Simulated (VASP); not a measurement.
A run of VASP 6.6.1:

The input INCAR:

```
PREC = Accurate ; ENCUT = 520
EDIFF = 1E-7 ; ISMEAR = -1
SIGMA = 0.02 ; LREAL = False
LASPH = True ; NELM = 100
ALGO = Normal ; ISIF = 2
LWAVE = False ; LCHARG = True
GGA = PE ; LELF = True
LVHAR = True ; NBANDS = 16
```

Contents of KPOINTS:

```
regular mesh
0
Gamma
  8 8 8
```

POSCAR

```
AgCl
1.0
   -0.0463121697      2.7731838126      2.7731838126
    2.7731838126     -0.0463121697      2.7731838126
    2.7268716430      2.7268716430      0.0000000000
Ag Cl
1 1
Direct
    0.0000000000      0.0000000000      0.0000000000
    0.5000000000      0.5000000000      0.5000000000
```

Potentials or basis: VASP PAW PBE potentials, release 64 (Ag, Cl).

Run with:

```sh
$ cat potpaw_PBE.64/Ag/POTCAR potpaw_PBE.64/Cl/POTCAR > POTCAR
$ mpirun -np 1 vasp_std > vasp.out
```

Hardware: 1 thread of Intel(R) Xeon(R) 6975P-C (Granite Rapids), with other jobs on the host.

Q: Estimate the wall time of this run.

A: Wall time 25 s on 1 thread of Intel(R) Xeon(R) 6975P-C (Granite Rapids), on a shared host, peak memory 0.21 GiB. Counts: scf iterations 12, k points 95.
